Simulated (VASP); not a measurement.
A run of VASP 6.6.1 is set up as follows.

INCAR

```
SYSTEM = LiB18N18
PREC     = Accurate       ! precision mode
ENCUT    = 650            ! plane-wave cutoff, eV
EDIFF    = 1E-7           ! SCF threshold, eV
ISMEAR   = -1             ! smearing method
SIGMA    = 0.01           ! smearing width, eV
LREAL    = Auto         
LASPH    = .TRUE.         ! aspherical terms in the spheres
NELM     = 120            ! most SCF steps
ALGO     = Normal         ! electronic algorithm
ISIF     = 2              ! what is computed and relaxed
LWAVE    = .FALSE.        ! write WAVECAR
LCHARG   = .FALSE.        ! write CHGCAR
GGA      = PE             ! functional
IBRION   = 2              ! ionic algorithm
NSW      = 90             ! ionic steps
EDIFFG   = -0.02          ! ionic threshold
NELECT   = 146.0        
GGA_COMPAT= .FALSE.      
NELMIN   = 4            
ISYM     = -1
```

File KPOINTS:

```
explicit points
1
Reciprocal
  0.25000000   0.25000000   0.25000000 1
```

File POSCAR:

```
LiB18N18
1.0
    7.4650312800      0.0000000000      0.0000000000
   -3.7325156400      6.4649067300      0.0000000000
    0.0000000000      0.0000000000      6.4954828800
B N Li
18 18 1
Direct
    0.1111111100      0.2222222200      0.2500000000
    0.2222222200      0.1111111100      0.7500000000
    0.1113836200      0.5553635900      0.2407197400
    0.2222222200      0.4444444400      0.7500000000
    0.1125696000      0.8891110100      0.2488506900
    0.2215882500      0.7777488200      0.7601642700
    0.4444444400      0.2222222200      0.2500000000
    0.5552720500      0.1114443300      0.7602334400
    0.4444444400      0.5555555600      0.2500000000
    0.5555555600      0.4444444400      0.7500000000
    0.4440566100      0.8889838800      0.2489662900
    0.5555555600      0.7777777800      0.7500000000
    0.7777209500      0.2216482700      0.2407355800
    0.8890168400      0.1125979100      0.7522647000
    0.7777777800      0.5555555600      0.2500000000
    0.8889084500      0.4440946000      0.7519071300
    0.7777777800      0.8888888900      0.2500000000
    0.8888888900      0.7777777800      0.7500000000
    0.1111111100      0.2222222200      0.7500000000
    0.2222222200      0.1111111100      0.2500000000
    0.1109581800      0.5553996700      0.7513034900
    0.2222222200      0.4444444400      0.2500000000
    0.1115216800      0.8889599600      0.7645726800
    0.2220066500      0.7776823800      0.2496129900
    0.4444444400      0.2222222200      0.7500000000
    0.5553677900      0.1109738700      0.2495309900
    0.4444444400      0.5555555600      0.7500000000
    0.5555555600      0.4444444400      0.2500000000
    0.4440033200      0.8890235600      0.7637795000
    0.5555555600      0.7777777800      0.2500000000
    0.7776193900      0.2221090300      0.7513793100
    0.8889619400      0.1116103000      0.2364272100
    0.7777777800      0.5555555600      0.7500000000
    0.8889461500      0.4440572100      0.2370878400
    0.7777777800      0.8888888900      0.7500000000
    0.8888888900      0.7777777800      0.2500000000
    0.3333340000      0.3333340000      0.5000000000
```

Potentials or basis: VASP PAW PBE potentials, release 64 (B, N, Li_sv).

Launch:

```sh
$ cat potpaw_PBE.64/B/POTCAR potpaw_PBE.64/N/POTCAR potpaw_PBE.64/Li_sv/POTCAR > POTCAR
$ mpirun -np 1 vasp_std > vasp.out
```

Estimate the energy gained by relaxing.

13.3 meV/atom.

The path:
```csv
step,energy change (eV),largest force (eV/Å),pressure (GPa)
1,0.0000,1.9253,6.14
2,0.8736,4.8162,7.27
3,-0.2408,0.9609,6.20
4,-0.3281,0.9524,5.96
5,-0.3690,0.3789,6.05
6,-0.3927,0.4335,6.01
7,-0.3940,0.3241,6.02
8,-0.4160,0.2154,6.00
9,-0.4174,0.2551,5.99
10,-0.4396,0.2171,5.99
11,-0.4524,0.3781,5.97
12,-0.4653,0.2444,5.95
13,-0.4738,0.2043,5.91
14,-0.4778,0.1417,5.89
15,-0.4808,0.1161,5.87
16,-0.4829,0.0640,5.86
17,-0.4832,0.0912,5.85
18,-0.4843,0.0639,5.85
19,-0.4846,0.0676,5.84
20,-0.4858,0.0472,5.84
21,-0.4864,0.0754,5.83
22,-0.4873,0.0696,5.83
23,-0.4874,0.0776,5.83
24,-0.4881,0.0650,5.83
25,-0.4888,0.0428,5.83
26,-0.4888,0.0560,5.84
27,-0.4893,0.0333,5.83
28,-0.4893,0.0391,5.83
29,-0.4896,0.0274,5.83
30,-0.4897,0.0294,5.83
31,-0.4898,0.0233,5.83
32,-0.4899,0.0359,5.83
33,-0.4900,0.0236,5.84
34,-0.4901,0.0266,5.84
35,-0.4902,0.0235,5.84
36,-0.4902,0.0234,5.84
37,-0.4902,0.0241,5.84
38,-0.4903,0.0145,5.84
```

Caveat: the cell carries a net charge on a neutralising background, which shifts energy and pressure; the cell is charged against a uniform background, so pressure and absolute levels hang on convention.
